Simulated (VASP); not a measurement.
Write the native input for VASP 6.6.1 that does the following.

* Task: single point
* Functional: r2SCAN
* Potentials or basis: VASP PAW PBE potentials, release 64 (Bi_d)
* Cutoff: 520 eV
* k mesh: 9 × 9 × 9
* Occupations: gaussian, width 0.1 eV
* Spin: no spin polarisation
* Dipole correction: no
* Further INCAR settings: ALGO = Normal; EDIFF = 1e-06; NBANDS = 22

Crystal: Bi.

```
CELL_PARAMETERS angstrom
2.26726 1.30900 4.11667
-2.26726 1.30900 4.11667
0.00000 -2.61800 4.11667
ATOMIC_POSITIONS crystal
Bi 0.23171 0.23171 0.23171
Bi 0.76829 0.76829 0.76829
```

The input as run:

POSCAR

```
Bi
1.0
    2.2672586491      1.3090023913      4.1166667488
   -2.2672586491      1.3090023913      4.1166667488
    0.0000000000     -2.6180047827      4.1166667487
Bi
2
Direct
    0.2317091399      0.2317091399      0.2317091399
    0.7682908601      0.7682908601      0.7682908601
```

INCAR.step1

```
PREC = Accurate
ENCUT = 520
ISMEAR = 0
SIGMA = 0.1
LREAL = False
LASPH = True
NELM = 60
NBANDS = 22
GGA = PE
ALGO = Normal
EDIFF = 1E-4
LWAVE = True
LCHARG = False
```

INCAR.step2

```
PREC = Accurate
ENCUT = 520
EDIFF = 1E-6
ISMEAR = 0
SIGMA = 0.1
LREAL = False
LASPH = True
NELM = 60
ALGO = Normal
ISIF = 2
LWAVE = False
LCHARG = False
METAGGA = R2SCAN
LMIXTAU = True
NBANDS = 22
ISTART = 1
```

KPOINTS

```
regular mesh
0
Gamma
  9 9 9
```

Potentials or basis: VASP PAW PBE potentials, release 64 (Bi_d).

The run is started by

```bash
$ cat potpaw_PBE.64/Bi_d/POTCAR > POTCAR
$ cp INCAR.step1 INCAR
$ mpirun -np 1 vasp_std > vasp.out
$ cp INCAR.step2 INCAR
$ mpirun -np 1 vasp_std > vasp.out
```

It gave:

| Property | Result |
| --- | --- |
| Pressure | 0.0 GPa |
| Largest force | 0.007 eV/Å |

Caveat: the PAW data sets were made with another functional, which shifts forces and pressure a little.

Run time: 27 min on 1 thread of AMD EPYC 7571, with other jobs on the host, peak memory 0.25 GiB.
